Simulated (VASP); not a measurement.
Runs of VASP 6.6.1 on HgTe. The structure is that of space group F-43m (No. 216), or close to it. The cells are those of the table. 

```csv
cell,gap on the mesh (eV),pressure (GPa)
"a = 4.376 Å, angles 60.0°, 2 atoms",none,9.6
"a = 4.923 Å, angles 60.0°, 2 atoms",none,(b)
"a = 4.194 Å, angles 60.0°, 2 atoms",none,(a)
"a = 4.468, b = 4.468, c = 4.376 Å, angles 60.7, 60.7, 58.6°, 2 atoms",none,6.3
"a = 4.741 Å, angles 60.0°, 2 atoms",none,-2.9
"a = 4.286, b = 4.286, c = 4.194 Å, angles 60.7, 60.7, 58.6°, 2 atoms",none,18.6
```

Alike in all rows: task single point; level PBEsol; potentials or basis VASP PAW PBE potentials, release 64 (Hg, Te); no spin polarisation; k mesh 14 × 14 × 14; cutoff (eV) 520; smearing gaussian 0.15 eV.

Task: Estimate the missing entries.

Result: (a) 24.5; (b) -5.0.

Caveats: the PAW data sets were made with another functional, which shifts forces and pressure a little; spin-orbit coupling is left out, which moves the levels of the heavy elements.

A k mesh can miss the band edges, and the runs leave out spin-orbit coupling on Hg, Te.

A gap of «none» marks levels without a gap at the run's occupations.
